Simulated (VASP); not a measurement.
# Rh (Fm-3m) in VASP: notebook

Rh is run at these levels: LDA; tasks: single point, relaxation of cell and atoms.

Program: VASP 6.6.1. These are calculated values, not measurements. Logs are shortened: lines on timing, memory, paths and dates and some standing lists are left out, and cuts for length are marked.

### 1 The cell of the first run

Symmetry: Fm-3m, No. 225, cubic system. Conventional cell: a = 3.755 Å, b = 3.755 Å, c = 3.755 Å, α = 90.00°, β = 90.00°, γ = 90.00°. Rh (site symmetry m-3m) has 12 Rh at 2.65 Å within 3.5 Å.

### 2 Single point, LDA

The input, INCAR:

```
  PREC = Accurate
  ENCUT = 520
  EDIFF = 1E-6
  ISMEAR = -1
  SIGMA = 0.08
  LREAL = F
  LASPH = T
  NELM = 80
  ALGO = Normal
  ISIF = 2
  LWAVE = F
  LCHARG = T
  LELF = T
  LVHAR = T
  NBANDS = 14
```

The input, KPOINTS:

```
Automatic mesh
0
Gamma
  20 20 20
```

The input, POSCAR:

```
Rh
1.0
    0.0000000000      1.8773353617      1.8773353617
    1.8773353617      0.0000000000      1.8773353617
    1.8773353617      1.8773353617      0.0000000000
Rh
1
Direct
    0.0000000000      0.0000000000      0.0000000000
```

Potentials or basis: VASP PAW LDA potentials, release 64 (Rh_pv).

Launch:

```bash
> cat potpaw_LDA.64/Rh_pv/POTCAR > POTCAR
> mpirun -np 1 vasp_std > vasp.out
```

OUTCAR:

```text
PREC = Accurate
   ENCUT = 520
   EDIFF = 1E-6
   ISMEAR = -1
   LREAL = F
   LASPH = T
   NELM = 80
   ISIF = 2

 ion  position               nearest neighbor table
   1  0.000  0.000  0.000-

  LATTYP: Found a face centered cubic cell.
 ALAT       =     3.7546707234

  Lattice vectors:

 A1 = (   0.0000000000,   1.8773353617,   1.8773353617)
 A2 = (   1.8773353617,   0.0000000000,   1.8773353617)
 A3 = (   1.8773353617,   1.8773353617,   0.0000000000)

Analysis of symmetry for initial positions (statically):
=====================================================================
 Subroutine PRICEL returns:
 Original cell was already a primitive cell.

 Routine SETGRP: Setting up the symmetry group for a
 face centered cubic supercell.

 Subroutine GETGRP returns: Found 48 space group operations
 (whereof 48 operations were pure point group operations)
 out of a pool of 48 trial point group operations.

The static configuration has the point symmetry O_h .

Analysis of symmetry for dynamics (positions and initial velocities):
=====================================================================
 Subroutine PRICEL returns:
 Original cell was already a primitive cell.

 Routine SETGRP: Setting up the symmetry group for a
 face centered cubic supercell.

 Subroutine GETGRP returns: Found 48 space group operations
 (whereof 48 operations were pure point group operations)
 out of a pool of 48 trial point group operations.

The dynamic configuration has the point symmetry O_h .

 Subroutine INISYM returns: Found 48 space group operations
 (whereof 48 operations are pure point group operations),
 and found     1 'primitive' translations

----------------------------------------------------------------------------------------

                                     Primitive cell

  volume of cell :      13.2329

  direct lattice vectors                    reciprocal lattice vectors
     0.000000000  1.877335362  1.877335362    -0.266334940  0.266334940  0.266334940
     1.877335362  0.000000000  1.877335362     0.266334940 -0.266334940  0.266334940
     1.877335362  1.877335362  0.000000000     0.266334940  0.266334940 -0.266334940

  length of vectors
     2.654953130  2.654953130  2.654953130     0.461305647  0.461305647  0.461305647

  position of ions in fractional coordinates (direct lattice)
     0.000000000  0.000000000  0.000000000

  ion indices of the primitive-cell ions
   primitive index   ion index
                 1           1

[... 81 lines left out ...]
   PSTRESS=    0.0 pullay stress
   NELECT =      15.0000    total number of electrons
   NUPDOWN=      -1.0000    fix difference up-down
   EMIN   =  10.00;   EMAX   =-10.00  energy-range for DOS
   EFERMI =   0.00;   METHOD = LEGACY
   ISMEAR =    -1;   SIGMA  =   0.08  broadening in eV -4-tet -1-fermi 0-gaus
   EFERMI_NEDOS =   21; number of points for ismear=-14 and -15
   IALGO  =     38    algorithm
   IMIX   =      4    mixing-type and parameters
     AMIX     =   0.40;   BMIX     =  1.00
     AMIX_MAG =   1.60;   BMIX_MAG =  1.00
  volume/ion in A,a.u.               =      13.23        89.30
  Fermi-wavevector in a.u.,A,eV,Ry     =   1.706947  3.225662 39.642865  2.913668
  Thomas-Fermi vector in A             =   2.785890
   LORBIT       =      0    0 simple, 1 ext, 2 COOP (PROOUT), +10 PAW based schemes
   GGA     = CA    functional components
   LHFCALC =     F    Hartree Fock is set to
   AEXX    =    0.0000 exact exchange contribution
   IVDW    =     0    specifies the selected vdW correction
   LEPSILON=     F    determine dielectric tensor
   LRPA    =     F    only Hartree local field effects (RPA)
 non-spin polarized calculation
  energy-cutoff  :      520.00
  volume of cell :       13.23
 maximum number of plane-waves:       368
   NGX =  9   NGY =  9   NGZ =  9

 number of electron      15.0000002 magnetization

 Free energy of the ion-electron system (eV)
  ---------------------------------------------------
  ext. energy  EPLUGINS =         0.00000000
  ---------------------------------------------------
  free energy    TOTEN  =        -8.69667153 eV

  energy without entropy =       -8.67155543  energy(sigma->0) =       -8.68411348

 E-fermi :  12.4307     XC(G=0): -14.5964

 val. band max:       12.4264923283   @ k =  -0.3000   0.3000   0.1000
 cond. band min:      12.4400801093   @ k =  -0.3500   0.2500   0.0500
 fundamental gap:      0.0135877809
 Fermi energy:        12.4306637344

 k-point     1 :       0.0000    0.0000    0.0000
  band No.  band energies     occupation
      1     -33.7967      2.00000
      2     -33.7967      2.00000
      3     -33.7967      2.00000
      4       4.1184      2.00000
      5       9.1344      2.00000
      6       9.1344      2.00000
      7       9.1344      2.00000
      8      11.3918      2.00000
      9      11.3918      2.00000
     10      28.3420      0.00000
     11      32.6777      0.00000
     12      33.9683      0.00000
     13      33.9683      0.00000
     14      33.9683      0.00000
[... 377 lines left out ...]
      1     -34.5071      2.00000
      2     -33.9174      2.00000
      3     -33.8891      2.00000
      4       6.1693      2.00000
      5       9.2058      2.00000
      6       9.2963      2.00000
      7      10.7058      2.00000
      8      12.2295      1.85028
      9      13.0266      0.00116
     10      24.1427      0.00000
     11      28.8560      0.00000
     12      32.6787      0.00000
     13      34.4798      0.00000
     14      36.0828      0.00000

 [... further k-points ...]

------------------------ aborting loop because EDIFF is reached ----------------------------------------

  FORCE on cell =-STRESS in cart. coord.  units (eV):
  Direction    XX          YY          ZZ          XY          YZ          ZX
  --------------------------------------------------------------------------------------
  -------------------------------------------------------------------------------------
  Total        0.0718388      0.0718388      0.0718388      0.0000000      0.0000000      0.0000000
  in kB        8.6978955      8.6978955      8.6978955      0.0000000      0.0000000      0.0000000
  external PRESSURE =       8.6978955 kB  Pullay stress =       0.0000000 kB

 VOLUME and BASIS-vectors are now :
 -----------------------------------------------------------------------------
  energy-cutoff  :      520.00
  volume of cell :       13.23
      direct lattice vectors                 reciprocal lattice vectors
     0.000000000  1.877335362  1.877335362    -0.266334940  0.266334940  0.266334940
     1.877335362  0.000000000  1.877335362     0.266334940 -0.266334940  0.266334940
     1.877335362  1.877335362  0.000000000     0.266334940  0.266334940 -0.266334940

 POSITION                                       TOTAL-FORCE (eV/Angst)
 -----------------------------------------------------------------------------------
      0.00000      0.00000      0.00000         0.000000      0.000000      0.000000
 -----------------------------------------------------------------------------------
    total drift:                                0.000000     -0.000000      0.000000

  FREE ENERGIE OF THE ION-ELECTRON SYSTEM (eV)
  ---------------------------------------------------
  free  energy   TOTEN  =        -8.6966715294 eV

  energy  without entropy=       -8.6715554252  energy(sigma->0) =       -8.68411348
```

OSZICAR:

```text
N       E                     dE             d eps       ncg     rms          rms(c)
DAV:   1     0.119035670310E+03    0.11904E+03   -0.86554E+03  7190   0.115E+03
DAV:   2    -0.768017247446E+01   -0.12672E+03   -0.12115E+03  8086   0.343E+02
DAV:   3    -0.925696622680E+01   -0.15768E+01   -0.15744E+01  8374   0.419E+01
DAV:   4    -0.926252894564E+01   -0.55627E-02   -0.55625E-02  8236   0.256E+00
DAV:   5    -0.926257613802E+01   -0.47192E-04   -0.47193E-04  8230   0.207E-01    0.117E+01
DAV:   6    -0.872491281354E+01    0.53766E+00   -0.85663E-01  7522   0.129E+01    0.402E+00
DAV:   7    -0.870205037364E+01    0.22862E-01   -0.17406E-02  8170   0.162E+00    0.185E+00
DAV:   8    -0.869684542206E+01    0.52050E-02   -0.48281E-03  7636   0.975E-01    0.223E-01
DAV:   9    -0.869666518293E+01    0.18024E-03   -0.17953E-04  7480   0.191E-01    0.464E-02
DAV:  10    -0.869667161655E+01   -0.64336E-05   -0.30304E-06  8078   0.202E-02    0.361E-03
DAV:  11    -0.869667152940E+01    0.87153E-07   -0.25979E-07  3818   0.711E-03
   1 F= -.86966715E+01 E0= -.86841135E+01  d E =-.251161E-01
```

stdout:

```text
POSCAR found type information on POSCAR Rh
 POSCAR found :  1 types and       1 ions
 scaLAPACK will be used
 LDA part: xc-table for (Slater(with rela. corr.)+CA(PZ))
 , standard interpolation
 POSCAR, INCAR and KPOINTS ok, starting setup
 FFT: planning ... GRIDC
 FFT: planning ... GRID_SOFT
 FFT: planning ... GRID
 WAVECAR not read
 entering main loop
```

Wall time 14 s (1 thread of Intel Xeon 6975P-C (Granite Rapids), shared host); peak memory 0.15 GiB.

Results:

* Free energy: -8.6967 eV
* Pressure: 0.9 GPa
* Band gap on the k mesh: zero (an odd number of electrons rules out a gap without spin polarisation)

### 3 Relaxation of cell and atoms, LDA

This run uses another cell than the first one, of 13.67 Å³/atom.

The input, INCAR:

```
  ALGO = Normal
  EDIFF = 1E-6
  EDIFFG = -0.002
  ENCUT = 600
  GGA = CA
  IBRION = 2
  ISIF = 3
  ISMEAR = -1
  LASPH = True
  LCHARG = False
  LREAL = False
  LWAVE = False
  NELM = 80
  NSW = 100
  PREC = Accurate
  SIGMA = 0.08
```

The input, KPOINTS:

```
k-points
0
Gamma
  20 20 20
```

The input, POSCAR:

```
Rh
1.0
    0.0000000000      1.8978500000      1.8978500000
    1.8978500000      0.0000000000      1.8978500000
    1.8978500000      1.8978500000      0.0000000000
Rh
1
Direct
    0.0000000000      0.0000000000      0.0000000000
```

Potentials or basis: VASP PAW LDA potentials, release 64 (Rh_pv).

Launch:

```bash
> cat potpaw_LDA.64/Rh_pv/POTCAR > POTCAR
> mpirun -np 1 vasp_std > vasp.out
```

Run time: 54 s. Hardware: 1 thread of Intel Xeon 6975P-C (Granite Rapids), shared host; peak memory 0.18 GiB.

It converged, with:

```
Free energy                           : -8.6972 eV
Relaxed volume                        : 13.27 Å³/atom
Relaxed cell                          : a = 2.657 Å, b = 2.657 Å, c = 2.657 Å, α = 60.00°, β = 60.00°, γ = 60.00°
Space group after relaxing (to 0.1 Å) : Fm-3m (No. 225)
Energy gained by relaxing             : 11.5 meV/atom
Ionic steps                           : 8
Pressure after relaxing               : 0.0 GPa
Band gap on the k mesh                : zero (an odd number of electrons rules out a gap without spin polarisation)
```

Step by step:
| step | energy change (eV) | largest force (eV/Å) | pressure (GPa) | volume (Å³) |
| --- | --- | --- | --- | --- |
| 1 | 0.0000 | 0.0000 | -8.83 | 13.67 |
| 2 | 0.0818 | 0.0000 | 31.48 | 12.23 |
| 3 | -0.0115 | 0.0000 | -0.35 | 13.28 |
| 4 | -0.0115 | 0.0000 | -0.05 | 13.26 |
| 5 | -0.0115 | 0.0000 | 0.24 | 13.26 |
| 6 | -0.0115 | 0.0000 | -0.55 | 13.29 |
| 7 | -0.0115 | 0.0000 | -0.03 | 13.27 |
| 8 | -0.0115 | 0.0000 | 0.01 | 13.27 |

Final structure:
```xyz
1
Lattice="0.0000 1.8789 1.8789 1.8789 0.0000 1.8789 1.8789 1.8789 0.0000" Properties=species:S:1:pos:R:3 pbc="T T T"
Rh    0.0000    0.0000    0.0000
```

Levels at points of the mesh, in eV from the Fermi level:
```
           k point  band 3  band 4  band 5  band 6  band 7  band 8  band 9  band 10  band 11
(0.00, 0.00, 0.00)  -46.22   -8.29   -3.28   -3.28   -3.28   -1.04   -1.04    15.91    20.26
(0.50, 0.00, 0.00)  -46.34   -6.47   -3.36   -3.36    0.62    0.62    0.66     8.97    15.45
(0.50, 0.50, 0.00)  -46.53   -6.69   -6.32    0.61    1.06    1.06    3.25    12.71    13.42
```

LDA usually gives volumes a few per cent too small. Zero-point motion and thermal expansion aren't in these numbers.
